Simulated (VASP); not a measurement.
Wanted: the native input for a VASP 6.6.1 run.

```
Task                   : single point
Functional             : r2SCAN
Potentials or basis    : VASP PAW PBE potentials, release 64 (Na_pv, I)
Cutoff                 : 440 eV
k mesh                 : 2 × 1 × 1
Occupations            : gaussian, width 0.01 eV
Spin                   : no spin polarisation
Dipole correction      : no
Further INCAR settings : ALGO = Normal; EDIFF = 1e-06; NBANDS = 38
```

NaI:

```
Na I
1.0
     4.62221    0.00000    0.00000
     0.00000    8.53940    0.00000
     0.00000    0.00000    7.79838
Na I
4 4
Direct
  0.24151 0.24561 0.27633
  0.73825 0.24959 0.71128
  0.24734 0.75885 0.25726
  0.73509 0.76706 0.74346
  0.27203 0.99108 0.73674
  0.75195 0.00495 0.24527
  0.25492 0.50148 0.74594
  0.73998 0.49928 0.26090
```

The input as run:

POSCAR

```
NaI
1.0
    4.6222090000      0.0000000000      0.0000000000
    0.0000000000      8.5394040000      0.0000000000
    0.0000000000      0.0000000000      7.7983840000
Na I
4 4
Direct
    0.2415120130      0.2456103494      0.2763293010
    0.7382528570      0.2495904866      0.7112815937
    0.2473449383      0.7588545992      0.2572616327
    0.7350866220      0.7670606754      0.7434606965
    0.2720272926     -0.0089214657      0.7367443050
    0.7519502039      0.0049465981      0.2452686351
    0.2549164263      0.5014751615      0.7459368505
    0.7399771408      0.4992825026      0.2608952060
```

INCAR.step1

```
PREC = Accurate
ENCUT = 440
ISMEAR = 0
SIGMA = 0.01
LREAL = False
LASPH = True
NELM = 120
NBANDS = 38
GGA = PE
ALGO = Normal
EDIFF = 1E-5
LWAVE = True
LCHARG = False
GGA_COMPAT = False
```

INCAR.step2

```
PREC = Accurate
ENCUT = 440
EDIFF = 1E-6
ISMEAR = 0
SIGMA = 0.01
LREAL = False
LASPH = True
NELM = 120
ALGO = Normal
ISIF = 2
LWAVE = False
LCHARG = False
METAGGA = R2SCAN
LMIXTAU = True
NBANDS = 38
ISTART = 1
GGA_COMPAT = False
```

KPOINTS

```
regular mesh
0
Gamma
  2 1 1
```

Potentials or basis: VASP PAW PBE potentials, release 64 (Na_pv, I).

Command:

```sh
$ cat potpaw_PBE.64/Na_pv/POTCAR potpaw_PBE.64/I/POTCAR > POTCAR
$ cp INCAR.step1 INCAR
$ mpirun -np 1 vasp_std > vasp.out
$ cp INCAR.step2 INCAR
$ mpirun -np 1 vasp_std > vasp.out
```

It gave:

```json
{
 "Pressure": "0.8 GPa",
 "Largest force": "0.534 eV/Å",
 "Band gap on the k mesh": "3.19 eV"
}
```

Caveat: the k points lie up to 0.81 Å⁻¹ apart; the PAW data sets were made with another functional, which shifts forces and pressure a little; spin-orbit coupling is left out, which moves the levels of the heavy elements.

Run time: 75 s on 1 thread of Intel(R) Xeon(R) Platinum 8375C CPU @ 2.90GHz (Ice Lake), with other jobs on the host, peak memory 0.32 GiB.
